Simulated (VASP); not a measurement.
# Pt (Im-3m) in VASP: settings compared

Aim: see how the results for Pt move with the level of theory and the settings. Levels: B3LYP, HSE06. Tasks: single point, relaxation of cell and atoms.

All numbers are computed with VASP 6.6.1; they aren't measurements. Logs are shortened: lines on timing, memory, paths and dates and some standing lists are left out, and cuts for length are marked.

## 1. The cell of the first run

It takes space group Im-3m (No. 229, cubic). The conventional cell has a = 3.168 Å, b = 3.168 Å, c = 3.168 Å, α = 90.00°, β = 90.00°, γ = 90.00°. Within 3.6 Å of Pt (site symmetry m-3m) lie 14 Pt at 2.74 to 3.17 Å.

This isn't the form of Pt at room conditions, which is fcc.

## 2. Single point, B3LYP

Contents of POSCAR:

```
Pt
1.0
   -1.5842200000      1.5842200000      1.5842200000
    1.5842200000     -1.5842200000      1.5842200000
    1.5842200000      1.5842200000     -1.5842200000
Pt
1
Direct
    0.0000000000      0.0000000000      0.0000000000
```

Contents of INCAR.step1:

```
SYSTEM = Pt
PREC = Accurate
ENCUT = 520
EDIFF = 1E-5
ISMEAR = -1
SIGMA = 0.05
LREAL = .False.
LASPH = .True.
NELM = 100
ALGO = Normal
ISIF = 2
LWAVE = .True.
LCHARG = .False.
GGA = PE
NBANDS = 11
```

Contents of INCAR.step2:

```
SYSTEM = Pt
PREC = Accurate
ENCUT = 520
EDIFF = 1E-6
ISMEAR = -1
SIGMA = 0.05
LREAL = .False.
LASPH = .True.
NELM = 100
ALGO = Normal
ISIF = 2
LWAVE = .False.
LCHARG = .False.
GGA = B3
LHFCALC = .True.
AEXX = 0.2
AGGAX = 0.72
AGGAC = 0.81
ALDAC = 0.19
PRECFOCK = Normal
ISTART = 1
NBANDS = 11
```

Contents of KPOINTS:

```
regular mesh
0
Gamma
  6 6 6
  0 0 0
```

Potentials or basis: VASP PAW PBE potentials, release 64 (Pt).

Started as:

```
cat potpaw_PBE.64/Pt/POTCAR > POTCAR
cp INCAR.step1 INCAR
mpirun -np 1 vasp_std > vasp.out
cp INCAR.step2 INCAR
mpirun -np 1 vasp_std > vasp.out
```

OUTCAR:

```text
SYSTEM = Pt
   PREC = Accurate
   ENCUT = 520
   EDIFF = 1E-6
   ISMEAR = -1
   LREAL = .False.
   LASPH = .True.
   NELM = 100
   ISIF = 2
   GGA = B3
   LHFCALC = .True.
   AEXX = 0.2
   PRECFOCK = Normal
   ISTART = 1

 ion  position               nearest neighbor table
   1  0.000  0.000  0.000-

  LATTYP: Found a body centered cubic cell.
 ALAT       =     3.1684400000

  Lattice vectors:

 A1 = (  -1.5842200000,   1.5842200000,   1.5842200000)
 A2 = (   1.5842200000,  -1.5842200000,   1.5842200000)
 A3 = (   1.5842200000,   1.5842200000,  -1.5842200000)

Analysis of symmetry for initial positions (statically):
=====================================================================
 Subroutine PRICEL returns:
 Original cell was already a primitive cell.

 Routine SETGRP: Setting up the symmetry group for a
 body centered cubic supercell.

 Subroutine GETGRP returns: Found 48 space group operations
 (whereof 48 operations were pure point group operations)
 out of a pool of 48 trial point group operations.

The static configuration has the point symmetry O_h .

Analysis of symmetry for dynamics (positions and initial velocities):
=====================================================================
 Subroutine PRICEL returns:
 Original cell was already a primitive cell.

 Routine SETGRP: Setting up the symmetry group for a
 body centered cubic supercell.

 Subroutine GETGRP returns: Found 48 space group operations
 (whereof 48 operations were pure point group operations)
 out of a pool of 48 trial point group operations.

The dynamic configuration has the point symmetry O_h .

 Subroutine INISYM returns: Found 48 space group operations
 (whereof 48 operations are pure point group operations),
 and found     1 'primitive' translations

----------------------------------------------------------------------------------------

                                     Primitive cell

  volume of cell :      15.9040

  direct lattice vectors                    reciprocal lattice vectors
    -1.584220000  1.584220000  1.584220000     0.000000000  0.315612731  0.315612731
     1.584220000 -1.584220000  1.584220000     0.315612731  0.000000000  0.315612731
     1.584220000  1.584220000 -1.584220000     0.315612731  0.315612731  0.000000000
[... 82 lines left out ...]
   TEBEG  =    0.0;   TEEND  =   0.0 temperature during run
   PSTRESS=    0.0 pullay stress
   NELECT =      10.0000    total number of electrons
   NUPDOWN=      -1.0000    fix difference up-down
   EMIN   =  10.00;   EMAX   =-10.00  energy-range for DOS
   EFERMI =   0.00;   METHOD = LEGACY
   ISMEAR =    -1;   SIGMA  =   0.05  broadening in eV -4-tet -1-fermi 0-gaus
   EFERMI_NEDOS =   21; number of points for ismear=-14 and -15
   IALGO  =     38    algorithm
   IMIX   =      1    mixing-type and parameters
     AMIX     =   0.40;   BMIX     =  1.00
     AMIX_MAG =   1.60;   BMIX_MAG =  1.00
  volume/ion in A,a.u.               =      15.90       107.33
  Fermi-wavevector in a.u.,A,eV,Ry     =   1.402510  2.650360 26.763132  1.967035
  Thomas-Fermi vector in A             =   2.525265
   LORBIT       =      0    0 simple, 1 ext, 2 COOP (PROOUT), +10 PAW based schemes
   GGA     = B3    functional components
   LHFCALC =     T    Hartree Fock is set to
   PRECFOCK=normal    Normal, Fast or Accurate (Low or Medium for compatibility)
   ENCUT4O =  -1.0   cutoff for four orbital integrals eV
   NKREDX  =     1    reduce k-point grid by
   NKREDY  =     1    reduce k-point grid by
   NKREDZ  =     1    reduce k-point grid by
   AEXX    =    0.2000 exact exchange contribution
   HFSCREEN=    0.0000 screening length (either q_TF or 0.3 A-1)
   HFSCREENC=   0.0000 screening length for correlation (either q_TF or 0.3 A-1)
   ENCUTFOCK=  -1.0 apply spherical cutoff to Coloumb kernel
   IVDW    =     0    specifies the selected vdW correction
   LEPSILON=     F    determine dielectric tensor
   LRPA    =     F    only Hartree local field effects (RPA)
 non-spin polarized calculation
  energy-cutoff  :      520.00
  volume of cell :       15.90
 maximum number of plane-waves:       438
  NGX = 16; NGY = 16; NGZ = 16

 number of electron      10.0000000 magnetization

 Free energy of the ion-electron system (eV)
  ---------------------------------------------------
  ext. energy  EPLUGINS =         0.00000000
  ---------------------------------------------------
  free energy    TOTEN  =        -6.18282419 eV

  energy without entropy =       -6.17963637  energy(sigma->0) =       -6.18123028

 E-fermi :   9.9257     XC(G=0): -10.4145

 val. band max:        9.2164712843   @ k =   0.3333   0.0000   0.0000
 cond. band min:      10.0456118719   @ k =  -0.3333   0.5000   0.1667
 fundamental gap:      0.8291405876
 Fermi energy:         9.9257136749

 k-point     1 :       0.0000    0.0000    0.0000
  band No.  band energies     occupation
      1      -0.2086      2.00000
      2       5.7310      2.00000
      3       5.7310      2.00000
      4       5.7310      2.00000
      5       8.1672      2.00000
      6       8.1672      2.00000
      7      28.7727      0.00000
      8      28.7727      0.00000
      9      28.7727      0.00000
     10      39.0084      0.00000
     11      39.0085      0.00000
[... 197 lines left out ...]
 k-point    16 :       0.5000    0.5000    0.5000
  band No.  band energies     occupation
      1       2.9364      2.00000
      2       2.9364      2.00000
      3      10.8808      0.00000
      4      10.8808      0.00000
      5      10.8809      0.00000
      6      18.9342      0.00000
      7      18.9342      0.00000
      8      18.9342      0.00000
      9      24.3811      0.00000
     10      30.7743      0.00000
     11      30.7743      0.00000

------------------------ aborting loop because EDIFF is reached ----------------------------------------

  FORCE on cell =-STRESS in cart. coord.  units (eV):
  Direction    XX          YY          ZZ          XY          YZ          ZX
  --------------------------------------------------------------------------------------
  -------------------------------------------------------------------------------------
  Total        0.5532810      0.5532810      0.5532810      0.0000000     -0.0000000      0.0000000
  in kB       55.7378059     55.7378059     55.7378059      0.0000000     -0.0000000      0.0000000
  external PRESSURE =      55.7378059 kB  Pullay stress =       0.0000000 kB

 VOLUME and BASIS-vectors are now :
 -----------------------------------------------------------------------------
  energy-cutoff  :      520.00
  volume of cell :       15.90
      direct lattice vectors                 reciprocal lattice vectors
    -1.584220000  1.584220000  1.584220000     0.000000000  0.315612731  0.315612731
     1.584220000 -1.584220000  1.584220000     0.315612731  0.000000000  0.315612731
     1.584220000  1.584220000 -1.584220000     0.315612731  0.315612731  0.000000000

 POSITION                                       TOTAL-FORCE (eV/Angst)
 -----------------------------------------------------------------------------------
      0.00000      0.00000      0.00000        -0.000000      0.000000      0.000000
 -----------------------------------------------------------------------------------
    total drift:                               -0.000000      0.000000      0.000000

  FREE ENERGIE OF THE ION-ELECTRON SYSTEM (eV)
  ---------------------------------------------------
  free  energy   TOTEN  =        -6.1828241884 eV

  energy  without entropy=       -6.1796363715  energy(sigma->0) =       -6.18123028
```

OUTCAR.step1:

```text
SYSTEM = Pt
   PREC = Accurate
   ENCUT = 520
   EDIFF = 1E-5
   ISMEAR = -1
   LREAL = .False.
[... 430 lines left out ...]
 -----------------------------------------------------------------------------------
      0.00000      0.00000      0.00000         0.000000      0.000000     -0.000000
 -----------------------------------------------------------------------------------
    total drift:                               -0.000000     -0.000000      0.000000

  FREE ENERGIE OF THE ION-ELECTRON SYSTEM (eV)
  ---------------------------------------------------
  free  energy   TOTEN  =        -6.0037622430 eV

  energy  without entropy=       -5.9973256338  energy(sigma->0) =       -6.00054394
```

It took 4 min on 1 thread of AMD EPYC 9R45 (Zen 5), shared host; peak memory 0.11 GiB.

What came out:

```
Free energy            : -6.1828 eV
Pressure               : 5.6 GPa
Band gap on the k mesh : zero (bands 5 and 6 overlap by 3.16 eV)
```

Caveat: the k points lie up to 0.47 Å⁻¹ apart, too coarse for converged energies and pressures of a metal; the PAW data sets were made with another functional, which shifts forces and pressure a little; spin-orbit coupling is left out, which moves the levels of the heavy elements.

## 3. Single point, HSE06

POSCAR is that of step 2.

Contents of INCAR.step1:

```
PREC = Accurate
ENCUT = 520
EDIFF = 1E-5
ISMEAR = -1
SIGMA = 0.05
LREAL = F
LASPH = T
NELM = 60
ALGO = Normal
ISIF = 2
LWAVE = T
LCHARG = F
GGA = PE
NBANDS = 11
```

Contents of INCAR.step2:

```
PREC = Accurate
ENCUT = 520
EDIFF = 1E-7
ISMEAR = -1
SIGMA = 0.05
LREAL = F
LASPH = T
NELM = 60
ALGO = Normal
ISIF = 2
LWAVE = F
LCHARG = F
GGA = PE
LHFCALC = T
HFSCREEN = 0.2079
PRECFOCK = Normal
ISTART = 1
NBANDS = 11
```

Contents of KPOINTS:

```
Automatic mesh
0
Gamma
  6 6 6
```

Potentials or basis: VASP PAW PBE potentials, release 64 (Pt).

Started as:

```
cat potpaw_PBE.64/Pt/POTCAR > POTCAR
cp INCAR.step1 INCAR
mpirun -np 1 vasp_std > vasp.out
cp INCAR.step2 INCAR
mpirun -np 1 vasp_std > vasp.out
```

Run time: 5.4 min. Hardware: 1 thread of AMD EPYC 9R45 (Zen 5), shared host; peak memory 0.2 GiB.

Results (log left out):

| Property | Result |
| --- | --- |
| Free energy | -6.8428 eV |
| Pressure | -8.7 GPa |
| Band gap on the k mesh | zero (bands 5 and 6 overlap by 2.73 eV) |

Levels at points of the mesh, in eV from the Fermi level:
| k point | band 1 | band 2 | band 3 | band 4 | band 5 | band 6 | band 7 | band 8 | band 9 | band 10 |
| --- | --- | --- | --- | --- | --- | --- | --- | --- | --- | --- |
| (0.00, 0.00, 0.00) | -9.89 | -3.78 | -3.78 | -3.78 | -1.37 | -1.37 | 18.74 | 18.74 | 18.74 | 28.90 |
| (0.50, 0.00, 0.00) | -7.03 | -5.29 | -1.44 | -0.92 | 0.83 | 1.49 | 7.70 | 14.76 | 17.57 | 25.95 |
| (0.50, 0.50, 0.50) | -6.70 | -6.70 | 0.93 | 0.93 | 0.93 | 8.93 | 8.93 | 8.93 | 14.73 | 20.62 |

Caveat: the k points lie up to 0.47 Å⁻¹ apart, too coarse for converged energies and pressures of a metal; the PAW data sets were made with another functional, which shifts forces and pressure a little; spin-orbit coupling is left out, which moves the levels of the heavy elements.

## 4. Single point, B3LYP

This run uses another cell than the first one, of 16.21 Å³/atom.

Contents of POSCAR:

```
Pt
1.0
   -1.5941645196      1.5941645196      1.5941645196
    1.5941645196     -1.5941645196      1.5941645196
    1.5941645196      1.5941645196     -1.5941645196
Pt
1
Direct
    0.0000000000      0.0000000000      0.0000000000
```

Contents of INCAR.step1:

```
PREC = Accurate ; ENCUT = 520
EDIFF = 1E-5 ; ISMEAR = -1
SIGMA = 0.05 ; LREAL = False
LASPH = True ; NELM = 80
ALGO = Normal ; ISIF = 2
LWAVE = True ; LCHARG = False
NBANDS = 11 ; GGA = PE
```

Contents of INCAR.step2:

```
PREC = Accurate ; ENCUT = 520
EDIFF = 1E-6 ; ISMEAR = -1
SIGMA = 0.05 ; LREAL = False
LASPH = True ; NELM = 80
ALGO = Normal ; ISIF = 2
LWAVE = False ; LCHARG = False
GGA = B3 ; LHFCALC = True
AEXX = 0.2 ; AGGAX = 0.72
AGGAC = 0.81 ; ALDAC = 0.19
PRECFOCK = Normal ; NBANDS = 11
ISTART = 1
```

Contents of KPOINTS:

```
regular mesh
0
Gamma
  6 6 6
```

Potentials or basis: VASP PAW PBE potentials, release 64 (Pt).

Started as:

```
cat potpaw_PBE.64/Pt/POTCAR > POTCAR
cp INCAR.step1 INCAR
mpirun -np 1 vasp_std > vasp.out
cp INCAR.step2 INCAR
mpirun -np 1 vasp_std > vasp.out
```

OUTCAR:

```text
PREC = Accurate
   ENCUT = 520
   EDIFF = 1E-6
   ISMEAR = -1
   LREAL = False
   LASPH = True
   NELM = 80
   ISIF = 2
   GGA = B3
   LHFCALC = True
   AEXX = 0.2
   PRECFOCK = Normal
   ISTART = 1

 ion  position               nearest neighbor table
   1  0.000  0.000  0.000-

  LATTYP: Found a body centered cubic cell.
 ALAT       =     3.1883290392

  Lattice vectors:

 A1 = (  -1.5941645196,   1.5941645196,   1.5941645196)
 A2 = (   1.5941645196,  -1.5941645196,   1.5941645196)
 A3 = (   1.5941645196,   1.5941645196,  -1.5941645196)

Analysis of symmetry for initial positions (statically):
=====================================================================
 Subroutine PRICEL returns:
 Original cell was already a primitive cell.

 Routine SETGRP: Setting up the symmetry group for a
 body centered cubic supercell.

 Subroutine GETGRP returns: Found 48 space group operations
 (whereof 48 operations were pure point group operations)
[... 164 lines left out ...]
 cond. band min:       9.7143405461   @ k =  -0.3333   0.5000   0.1667
 fundamental gap:      0.8186523734
 Fermi energy:         9.5944419414

 k-point     1 :       0.0000    0.0000    0.0000
  band No.  band energies     occupation
      1      -0.3369      2.00000
      2       5.5046      2.00000
      3       5.5046      2.00000
      4       5.5046      2.00000
      5       7.8698      2.00000
      6       7.8698      2.00000
      7      28.4365      0.00000
      8      28.4365      0.00000
      9      28.4365      0.00000
     10      38.4381      0.00000
     11      38.4388      0.00000
[... 197 lines left out ...]
 k-point    16 :       0.5000    0.5000    0.5000
  band No.  band energies     occupation
      1       2.7948      2.00000
      2       2.7948      2.00000
      3      10.5227      0.00000
      4      10.5227      0.00000
      5      10.5228      0.00000
      6      18.5553      0.00000
      7      18.5553      0.00000
      8      18.5553      0.00000
      9      23.7677      0.00000
     10      30.1703      0.00000
     11      30.1703      0.00000

------------------------ aborting loop because EDIFF is reached ----------------------------------------

  FORCE on cell =-STRESS in cart. coord.  units (eV):
  Direction    XX          YY          ZZ          XY          YZ          ZX
  --------------------------------------------------------------------------------------
  -------------------------------------------------------------------------------------
  Total        0.1141707      0.1141707      0.1141707     -0.0000000      0.0000000      0.0000000
  in kB       11.2877122     11.2877122     11.2877122     -0.0000000      0.0000000      0.0000000
  external PRESSURE =      11.2877122 kB  Pullay stress =       0.0000000 kB

 VOLUME and BASIS-vectors are now :
 -----------------------------------------------------------------------------
  energy-cutoff  :      520.00
  volume of cell :       16.21
      direct lattice vectors                 reciprocal lattice vectors
    -1.594164520  1.594164520  1.594164520     0.000000000  0.313643914  0.313643914
     1.594164520 -1.594164520  1.594164520     0.313643914  0.000000000  0.313643914
     1.594164520  1.594164520 -1.594164520     0.313643914  0.313643914  0.000000000

 POSITION                                       TOTAL-FORCE (eV/Angst)
 -----------------------------------------------------------------------------------
      0.00000      0.00000      0.00000        -0.000000     -0.000000     -0.000000
 -----------------------------------------------------------------------------------
    total drift:                               -0.000000     -0.000000      0.000000

  FREE ENERGIE OF THE ION-ELECTRON SYSTEM (eV)
  ---------------------------------------------------
  free  energy   TOTEN  =        -6.1893195991 eV

  energy  without entropy=       -6.1861316847  energy(sigma->0) =       -6.18772564
```

OSZICAR.step1:

```text
N       E                     dE             d eps       ncg     rms          rms(c)
DAV:   1     0.392574267180E+02    0.39257E+02   -0.55358E+03   368   0.841E+02
DAV:   2    -0.566546081231E+01   -0.44923E+02   -0.43524E+02   397   0.177E+02
DAV:   3    -0.633183975523E+01   -0.66638E+00   -0.66566E+00   402   0.199E+01
DAV:   4    -0.633448252809E+01   -0.26428E-02   -0.26427E-02   406   0.149E+00
DAV:   5    -0.633450533716E+01   -0.22809E-04   -0.22809E-04   412   0.128E-01    0.101E+01
DAV:   6    -0.602168907252E+01    0.31282E+00   -0.78920E-01   382   0.698E+00    0.542E+00
DAV:   7    -0.600090246451E+01    0.20787E-01   -0.55867E-02   394   0.183E+00    0.249E+00
DAV:   8    -0.599843643171E+01    0.24660E-02   -0.16807E-03   391   0.279E-01    0.205E-01
DAV:   9    -0.599831635623E+01    0.12008E-03   -0.58606E-04   397   0.190E-01    0.146E-02
DAV:  10    -0.599831984128E+01   -0.34850E-05   -0.46382E-06   251   0.244E-02
   1 F= -.59983198E+01 E0= -.59949400E+01  d E =-.675961E-02
```

Run time: 4.2 min. Hardware: 1 thread of AMD EPYC 9R45 (Zen 5), shared host; peak memory 0.12 GiB.

What came out:

```yaml
Free_energy: -6.1893 eV
Pressure: 1.1 GPa
Band_gap_on_the_k_mesh: zero (bands 5 and 6 overlap by 3.08 eV)
```

Caveat: the k points lie up to 0.46 Å⁻¹ apart, too coarse for converged energies and pressures of a metal; the PAW data sets were made with another functional, which shifts forces and pressure a little; spin-orbit coupling is left out, which moves the levels of the heavy elements.

[end of part 1 of 2]
